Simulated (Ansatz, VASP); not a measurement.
**ZnC3 in VASP and in Ansatz**

```
CELL_PARAMETERS angstrom
4.75262 0.00000 0.00000
-2.37631 4.11589 0.00000
0.00000 0.00000 3.81471
ATOMIC_POSITIONS crystal
Zn 0.33333 0.66667 0.25000
Zn 0.66667 0.33333 0.75000
C 0.83300 0.66600 0.25000
C 0.16700 0.83300 0.75000
C 0.33400 0.16700 0.25000
C 0.16700 0.33400 0.75000
C 0.83300 0.16700 0.25000
C 0.66600 0.83300 0.75000
```

Alike in both runs: task relaxation of cell and atoms; functional PBE; k mesh 6 × 6 × 4; occupations gaussian, width 0.1 eV; no spin polarisation.

|  | VASP | Ansatz |
| --- | --- | --- |
| version | VASP 6.6.1 | Ansatz 0.2.0 |
| potentials or method | VASP PAW PBE potentials, release 64 (Zn, C), cutoff 600 eV | scalar-relativistic, plane waves, PAW |
| valence electrons in the cell | 48 | 48 |

|  | VASP | Ansatz | Ansatz less VASP |
| --- | --- | --- | --- |
| gap on the k mesh at the Fermi level, each at its own relaxed structure (eV) | none | none | - |
| relaxed volume (Å³/atom) | 12.34 | 9.72 | -2.625 |
| relaxed cell length with the largest relative difference (Å) | 5.793 | 4.514 | -1.2790 |

A gap of «none» marks a metal or a gap that the smearing closes. One of these differences is far larger than is usual between the two programs; its cause wasn't traced.

The k mesh is coarse, so the values compare programs but aren't converged. Noted on VASP's run: the volume moved by over 15 % at a fixed basis, so the end points are rough.
